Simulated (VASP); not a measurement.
Here is a VASP 6.6.1 calculation.

Contents of INCAR:

```
SYSTEM = Ir
ALGO = Normal
DIPOL = 0.5 0.5 0.405
EDIFF = 1E-6
ENCUT = 400
GGA = PS
GGA_COMPAT = .FALSE.
IDIPOL = 3
ISIF = 2
ISMEAR = 1
IVDW = 13
LASPH = .TRUE.
LCHARG = .FALSE.
LDIPOL = .TRUE.
LREAL = .FALSE.
LWAVE = .FALSE.
NBANDS = 66
NELM = 120
NELMDL = -8
PREC = Accurate
SIGMA = 0.1
```

Contents of KPOINTS:

```
k-points
0
G
  9 9 1
  0 0 0
```

Contents of POSCAR:

```
Ir
1.0
    0.0000000285      5.4225970020      0.0000000000
   -4.6961067724     -2.7112984763      0.0000000000
    0.0000000000      0.0000000000     32.4420952091
Ir
12
Direct
    0.0000000000      0.0000000000      0.3390656469
    1.0000000000      0.5000000000      0.3390656469
    0.5000000000      0.0000000000      0.3390656469
    0.5000000000      0.5000000000      0.3390656469
    0.3330485257      0.1654149055      0.4050459563
    0.3323663798      0.6669514743      0.4050459563
    0.8333333333      0.1666666667      0.4051741251
    0.8345850945      0.6676336202      0.4050459563
    0.6697027117      0.3341762529      0.4706348414
    0.6658237471      0.8355264588      0.4706348414
    0.1644735412      0.3302972883      0.4706348414
    0.1666666667      0.8333333333      0.4740648184
```

Potentials or basis: VASP PAW PBE potentials, release 64 (Ir).

Run with:

```console
$ cat potpaw_PBE.64/Ir/POTCAR > POTCAR
$ mpirun -np 1 vasp_std > vasp.out
```

Problem. Estimate the dispersion energy per atom.

Solution. -0.353 eV.

Problem. What does it give for the band gap on the k mesh?

Solution. Zero (bands 54 and 55 overlap by 1.12 eV).

Problem. Estimate the largest force.

Solution. 1.148 eV/Å.

Forces on the atoms (eV/Å):
```
Ir  -0.009 -0.013 -0.087
Ir   0.015 -0.001 -0.087
Ir  -0.007  0.014 -0.087
Ir   0.000  0.000  0.146
Ir  -0.004 -0.006  0.198
Ir  -0.003  0.007  0.198
Ir   0.000  0.000 -0.249
Ir   0.008  0.000  0.198
Ir   0.006 -0.156  0.306
Ir   0.132  0.083  0.306
Ir  -0.138  0.072  0.306
Ir   0.000  0.000 -1.148
```

Caveat: the PAW data sets were made with another functional, which shifts forces and pressure a little; spin-orbit coupling is left out, which moves the levels of the heavy elements.
